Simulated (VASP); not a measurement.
Input of a VASP 6.6.1 run:

File INCAR:

```
PREC = Accurate
ENCUT = 520
EDIFF = 1E-6
ISMEAR = 0
SIGMA = 0.1
LREAL = False
LASPH = True
NELM = 60
ALGO = Normal
ISIF = 2
LWAVE = False
LCHARG = True
LDIPOL = True
IDIPOL = 3
DIPOL = 0.5 0.5 0.500
GGA = PE
LELF = True
LVHAR = True
LVACPOTAV = True
NBANDS = 53
```

File KPOINTS:

```
regular mesh
0
Gamma
  12 12 1
```

File POSCAR:

```
Ti5C6
1.0
    3.0638392726      0.0000000000      0.0000000000
   -1.5319196363      2.6533626432      0.0000000000
    0.0000000000      0.0000000000     27.5080714528
C Ti
6 5
Direct
    0.3333333333      0.6666666667      0.2726472487
    0.0000000000      0.0000000000      0.3635883492
    0.6666666667      0.3333333333      0.4545294497
    0.3333333333      0.6666666667      0.5454705503
    0.0000000000      0.0000000000      0.6364116508
    0.6666666667      0.3333333333      0.7273527513
    0.6666666667      0.3333333333      0.3181177990
    0.3333333333      0.6666666667      0.4090588995
    0.0000000000      0.0000000000      0.5000000000
    0.6666666667      0.3333333333      0.5909411005
    0.3333333333      0.6666666667      0.6818822010
```

Potentials or basis: VASP PAW PBE potentials, release 64 (C, Ti_sv).

Launch:

```sh
$ cat potpaw_PBE.64/C/POTCAR potpaw_PBE.64/Ti_sv/POTCAR > POTCAR
$ mpirun -np 1 vasp_std > vasp.out
```

Predict the largest force.

0.901 eV/Å.

What does it give for the band gap on the k mesh?

Zero (bands 42 and 43 overlap by 1.27 eV).

Forces on the atoms (eV/Å):
```
C    0.000  0.000  0.901
C    0.000  0.000 -0.339
C    0.000  0.000 -0.112
C    0.000  0.000  0.112
C    0.000  0.000  0.339
C    0.000  0.000 -0.901
Ti   0.000  0.000 -0.779
Ti   0.000  0.000  0.286
Ti   0.000  0.000  0.000
Ti   0.000  0.000 -0.286
Ti   0.000  0.000  0.779
```
